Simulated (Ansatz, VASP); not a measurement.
Two plane-wave programs on Ba2NF

```
Ba N F
1.0
     1.84996    1.06807    6.40810
    -1.84996    1.06807    6.40810
     0.00000   -2.13615    6.40810
Ba N F
2 1 1
Direct
  0.75764 0.75764 0.75764
  0.24236 0.24236 0.24236
  0.50000 0.50000 0.50000
  0.00000 0.00000 0.00000
```

Change from the starting cell: strain -0.080 along x and y, -0.040 along z, atoms carried along.

Alike in both runs: task single point; functional LDA; k mesh 9 × 9 × 9; occupations gaussian, width 0.05 eV; no spin polarisation.

|  | VASP | Ansatz |
| --- | --- | --- |
| version | VASP 6.6.1 | Ansatz 0.2.0 |
| potentials or method | VASP PAW LDA potentials, release 64 (Ba_sv, N, F), cutoff 520 eV | scalar-relativistic, plane waves, PAW |
| valence electrons in the cell | 32 | 32 |

|  | VASP | Ansatz | Ansatz less VASP |
| --- | --- | --- | --- |
| gap on the k mesh at the Fermi level (eV) | 0.49 | 0.52 | +0.034 |
| least direct gap on the mesh (eV) | 0.55 | 0.58 | +0.029 |
| pressure (GPa) | 13.8 | 10.9 | -2.93 |
| traceless stress, the component that is largest in VASP (GPa) | -0.52 | -0.56 | -0.037 |
| rms of the force components (eV/Å) | 0.406 | 0.292 | -0.1144 |

LDA's correlation is that of Perdew and Zunger in VASP and of Perdew and Wang (1992) in Ansatz. Atom by atom the forces differ by 0.114 eV/Å (rms over components).

Spin-orbit coupling is off throughout.
